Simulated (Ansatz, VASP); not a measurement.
# InP in VASP and in Ansatz

```
CELL_PARAMETERS angstrom
2.84428 2.84428 0.00000
-2.84428 2.84428 0.00000
0.00000 2.84428 2.84428
ATOMIC_POSITIONS crystal
In 0.00000 0.00000 0.00000
P 0.75000 0.25000 0.50000
```

Alike in both runs: task single point; functional r2SCAN; k mesh 8 × 8 × 8; no spin polarisation.

|  | VASP | Ansatz |
| --- | --- | --- |
| version | VASP 6.6.1 | Ansatz 0.2.0 |
| potentials or method | VASP PAW PBE potentials, release 64 (In_d, P) | PAW with Ansatz's default frozen-core files, scalar-relativistic |
| plane-wave cutoff (eV) | 520 | 500 |
| occupations | gaussian, width 0.01 eV | fixed |
| valence electrons in the cell | 18 | 18 |

|  | VASP | Ansatz | Ansatz less VASP |
| --- | --- | --- | --- |
| gap on the k mesh at the Fermi level (eV) | 1.69 | 1.68 | -0.008 |
| pressure (GPa) | 9.8 | 10.0 | +0.15 |

VASP's potentials were made for PBE, not for r2SCAN.
